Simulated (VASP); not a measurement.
# HfO2 (Fm-3m) in VASP: a series of runs

HfO2 is run at these levels: PBEsol, PBE; tasks: single point.

All numbers are computed with VASP 6.6.1; they aren't measurements. Logs are shortened: lines on timing, memory, paths and dates and some standing lists are left out, and cuts for length are marked.

### Step 1. The cell of the first run

Symmetry: Fm-3m, No. 225, cubic system. Conventional cell: a = 5.115 Å, b = 5.115 Å, c = 5.115 Å, α = 90.00°, β = 90.00°, γ = 90.00°. Hf (site symmetry m-3m) has 8 O at 2.21 Å within 2.9 Å. Within 2.9 Å of O (site symmetry -43m) lie 4 Hf at 2.21 Å and 6 O at 2.56 Å.

### Step 2. Single point, PBEsol

INCAR

```
ALGO     = Normal         # electronic algorithm
EDIFF    = 1E-7           # SCF threshold, eV
ENCUT    = 520            # plane-wave cutoff, eV
GGA      = PS             # functional
ISIF     = 2              # what is computed and relaxed
ISMEAR   = -1             # smearing method
LASPH    = True           # aspherical terms in the spheres
LCHARG   = True           # write CHGCAR
LELF     = True           # ELF
LREAL    = False          # projectors in reciprocal space
LVHAR    = True         
LWAVE    = False          # write WAVECAR
NBANDS   = 18             # bands
NELM     = 80             # most SCF steps
PREC     = Accurate       # precision mode
SIGMA    = 0.05           # smearing width, eV
```

KPOINTS

```
k-points
0
Gamma
  7 7 7
```

POSCAR

```
HfO2
1.0
    0.0000000000      2.5575000000      2.5575000000
    2.5575000000      0.0000000000      2.5575000000
    2.5575000000      2.5575000000      0.0000000000
Hf O
1 2
Direct
    0.0000000000      0.0000000000      0.0000000000
    0.7500000000      0.7500000000      0.7500000000
    0.2500000000      0.2500000000      0.2500000000
```

Potentials or basis: VASP PAW PBE potentials, release 64 (Hf_pv, O).

Command:

```bash
$ cat potpaw_PBE.64/Hf_pv/POTCAR potpaw_PBE.64/O/POTCAR > POTCAR
$ mpirun -np 1 vasp_std > vasp.out
```

OUTCAR:

```text
EDIFF = 1E-7
   ENCUT = 520
   GGA = PS
   ISIF = 2
   ISMEAR = -1
   LASPH = True
   LREAL = False
   NELM = 80
   PREC = Accurate

 ion  position               nearest neighbor table
   1  0.000  0.000  0.000-   2 2.21   2 2.21   2 2.21   2 2.21   3 2.21   3 2.21   3 2.21   3 2.21

   2  0.750  0.750  0.750-   1 2.21   1 2.21   1 2.21   1 2.21
   3  0.250  0.250  0.250-   1 2.21   1 2.21   1 2.21   1 2.21

  LATTYP: Found a face centered cubic cell.
 ALAT       =     5.1150000000

  Lattice vectors:

 A1 = (   0.0000000000,   2.5575000000,   2.5575000000)
 A2 = (   2.5575000000,   0.0000000000,   2.5575000000)
 A3 = (   2.5575000000,   2.5575000000,   0.0000000000)

Analysis of symmetry for initial positions (statically):
=====================================================================
 Subroutine PRICEL returns:
 Original cell was already a primitive cell.

 Routine SETGRP: Setting up the symmetry group for a
 face centered cubic supercell.

 Subroutine GETGRP returns: Found 48 space group operations
[... 9 lines left out ...]

 Routine SETGRP: Setting up the symmetry group for a
 face centered cubic supercell.

 Subroutine GETGRP returns: Found 48 space group operations
[... 11 lines left out ...]
                                     Primitive cell

  volume of cell :      33.4562

  direct lattice vectors                    reciprocal lattice vectors
     0.000000000  2.557500000  2.557500000    -0.195503421  0.195503421  0.195503421
     2.557500000  0.000000000  2.557500000     0.195503421 -0.195503421  0.195503421
     2.557500000  2.557500000  0.000000000     0.195503421  0.195503421 -0.195503421

  length of vectors
     3.616851186  3.616851186  3.616851186     0.338621859  0.338621859  0.338621859

  position of ions in fractional coordinates (direct lattice)
     0.000000000  0.000000000  0.000000000
     0.750000000  0.750000000  0.750000000
     0.250000000  0.250000000  0.250000000

  ion indices of the primitive-cell ions
   primitive index   ion index
                 1           1
                 2           2
                 3           3

----------------------------------------------------------------------------------------

 KPOINTS: k-points

Automatic generation of k-mesh.
 Grid dimensions read from file:
 generate k-points for:    7    7    7

[... 50 lines left out ...]
   ISTART =      0    job   : 0-new  1-cont  2-samecut
   ICHARG =      2    charge: 1-file 2-atom 10-const
   ISPIN  =      1    spin polarized calculation?
   LNONCOLLINEAR =      F non collinear calculations
   LSORBIT =      F    spin-orbit coupling
   LASPH  =      T    aspherical Exc in radial PAW
   ENCUT  =  520.0 eV  38.22 Ry    6.18 a.u.   6.72  6.72  6.72*2*pi/ulx,y,z
   NELM   =     80;   NELMIN=  2; NELMDL= -5     # of ELM steps
   EDIFF  = 0.1E-06   stopping-criterion for ELM
   LREAL  =      F    real-space projection
   EDIFFG = 0.1E-05   stopping-criterion for IOM
   NSW    =      0    number of steps for IOM
   IBRION =     -1    ionic relax: 0-MD 1-quasi-New 2-CG
   NFREE  =      0    steps in history (QN), initial steepest desc. (CG)
   ISIF   =      2    stress and relaxation
   ISYM   =      2    0-nonsym 1-usesym 2-fastsym
   POTIM  = 0.5000    time-step for ionic-motion
   TEBEG  =    0.0;   TEEND  =   0.0 temperature during run
   PSTRESS=    0.0 pullay stress
   NELECT =      22.0000    total number of electrons
   NUPDOWN=      -1.0000    fix difference up-down
   EMIN   =  10.00;   EMAX   =-10.00  energy-range for DOS
   EFERMI =   0.00;   METHOD = LEGACY
   ISMEAR =    -1;   SIGMA  =   0.05  broadening in eV -4-tet -1-fermi 0-gaus
   EFERMI_NEDOS =   21; number of points for ismear=-14 and -15
   IALGO  =     38    algorithm
   IMIX   =      4    mixing-type and parameters
     AMIX     =   0.40;   BMIX     =  1.00
     AMIX_MAG =   1.60;   BMIX_MAG =  1.00
  volume/ion in A,a.u.               =      11.15        75.26
  Fermi-wavevector in a.u.,A,eV,Ry     =   1.423607  2.690227 27.574337  2.026657
  Thomas-Fermi vector in A             =   2.544186
   LORBIT       =      0    0 simple, 1 ext, 2 COOP (PROOUT), +10 PAW based schemes
   GGA     = PS    functional components
   LHFCALC =     F    Hartree Fock is set to
   AEXX    =    0.0000 exact exchange contribution
   IVDW    =     0    specifies the selected vdW correction
   LEPSILON=     F    determine dielectric tensor
   LRPA    =     F    only Hartree local field effects (RPA)
 non-spin polarized calculation
  energy-cutoff  :      520.00
  volume of cell :       33.46
 maximum number of plane-waves:       914
   NGX = 13   NGY = 13   NGZ = 13

 number of electron      21.9999993 magnetization

 Free energy of the ion-electron system (eV)
  ---------------------------------------------------
  ext. energy  EPLUGINS =         0.00000000
  ---------------------------------------------------
  free energy    TOTEN  =       -31.55857865 eV

  energy without entropy =      -31.55857865  energy(sigma->0) =      -31.55857865

 E-fermi :   4.9269     XC(G=0): -11.9635

 val. band max:        3.8182214473   @ k =  -0.4286   0.4286   0.0000
 cond. band min:       7.6045488870   @ k =   0.4286   0.4286   0.0000
 fundamental gap:      3.7863274397
 Fermi energy:         4.9268798174

 k-point     1 :       0.0000    0.0000    0.0000
  band No.  band energies     occupation
      1     -25.8403      2.00000
      2     -25.8403      2.00000
      3     -25.8403      2.00000
      4     -14.6157      2.00000
      5     -11.6495      2.00000
      6      -1.3322      2.00000
[... 397 lines left out ...]
      5     -12.6674      2.00000
      6      -1.4689      2.00000
[... 10 lines left out ...]
     17      16.0883      0.00000
     18      17.0309      0.00000

------------------------ aborting loop because EDIFF is reached ----------------------------------------

  FORCE on cell =-STRESS in cart. coord.  units (eV):
  Direction    XX          YY          ZZ          XY          YZ          ZX
  --------------------------------------------------------------------------------------
  -------------------------------------------------------------------------------------
  Total       -2.8289584     -2.8289584     -2.8289584     -0.0000000      0.0000000      0.0000000
  in kB     -135.4753329   -135.4753329   -135.4753329     -0.0000000      0.0000000      0.0000000
  external PRESSURE =    -135.4753329 kB  Pullay stress =       0.0000000 kB

 VOLUME and BASIS-vectors are now :
 -----------------------------------------------------------------------------
  energy-cutoff  :      520.00
  volume of cell :       33.46
      direct lattice vectors                 reciprocal lattice vectors
     0.000000000  2.557500000  2.557500000    -0.195503421  0.195503421  0.195503421
     2.557500000  0.000000000  2.557500000     0.195503421 -0.195503421  0.195503421
     2.557500000  2.557500000  0.000000000     0.195503421  0.195503421 -0.195503421

 POSITION                                       TOTAL-FORCE (eV/Angst)
 -----------------------------------------------------------------------------------
      0.00000      0.00000      0.00000        -0.000000     -0.000000      0.000000
      3.83625      3.83625      3.83625         0.000000      0.000000      0.000000
      1.27875      1.27875      1.27875        -0.000000     -0.000000     -0.000000
 -----------------------------------------------------------------------------------
    total drift:                                0.000000      0.000000      0.000000

  FREE ENERGIE OF THE ION-ELECTRON SYSTEM (eV)
  ---------------------------------------------------
  free  energy   TOTEN  =       -31.5585786500 eV

  energy  without entropy=      -31.5585786500  energy(sigma->0) =      -31.55857865
```

OSZICAR:

```text
N       E                     dE             d eps       ncg     rms          rms(c)
DAV:   1     0.877983100264E+02    0.87798E+02   -0.12717E+04   720   0.121E+03
DAV:   2    -0.331647976963E+02   -0.12096E+03   -0.11764E+03   950   0.289E+02
DAV:   3    -0.368431966606E+02   -0.36784E+01   -0.36679E+01   826   0.438E+01
DAV:   4    -0.368644800091E+02   -0.21283E-01   -0.21279E-01   902   0.377E+00
DAV:   5    -0.368646190667E+02   -0.13906E-03   -0.13906E-03   812   0.275E-01    0.464E+01
DAV:   6    -0.317584400932E+02    0.51062E+01   -0.18625E+01   738   0.302E+01    0.404E+01
DAV:   7    -0.316169135115E+02    0.14153E+00   -0.67194E-01   812   0.673E+00    0.281E+01
DAV:   8    -0.315827897641E+02    0.34124E-01   -0.32628E-01   780   0.503E+00    0.887E+00
DAV:   9    -0.315586143279E+02    0.24175E-01   -0.68437E-02   746   0.221E+00    0.284E+00
DAV:  10    -0.315585763048E+02    0.38023E-04   -0.31358E-03   848   0.419E-01    0.125E-01
DAV:  11    -0.315585738751E+02    0.24297E-05   -0.16236E-04   774   0.104E-01    0.182E-01
DAV:  12    -0.315585781691E+02   -0.42940E-05   -0.20542E-05   804   0.316E-02    0.541E-03
DAV:  13    -0.315585786017E+02   -0.43262E-06   -0.64591E-07   868   0.614E-03    0.167E-03
DAV:  14    -0.315585786500E+02   -0.48297E-07   -0.54694E-08   640   0.153E-03
   1 F= -.31558579E+02 E0= -.31558579E+02  d E =-.192889E-10
```

stdout:

```text
POSCAR found type information on POSCAR HfO
 POSCAR found :  2 types and       3 ions
 scaLAPACK will be used
 -----------------------------------------------------------------------------
|                                                                             |
|                                                                             |
|     You enforced a specific xc type in the INCAR file but a different       |
|     I HOPE YOU KNOW WHAT YOU ARE DOING!                                     |
|                                                                             |
 -----------------------------------------------------------------------------

 LDA part: xc-table for (Slater+PW92), standard interpolation
 POSCAR, INCAR and KPOINTS ok, starting setup
 FFT: planning ... GRIDC
 FFT: planning ... GRID_SOFT
 FFT: planning ... GRID
 WAVECAR not read
 entering main loop
```

Run time: 30 s. Hardware: 1 thread of AMD EPYC 7R43 (Zen 3), shared host; peak memory 0.12 GiB.

Results:

| Property | Result |
| --- | --- |
| Free energy | -31.5586 eV |
| Pressure | -13.5 GPa |
| Band gap on the k mesh | 3.79 eV, indirect (least direct gap 3.96 eV) |

Caveat: the PAW data sets were made with another functional, which shifts forces and pressure a little; spin-orbit coupling is left out, which moves the levels of the heavy elements. A k mesh can miss the band edges.

[end of part 1 of 2]
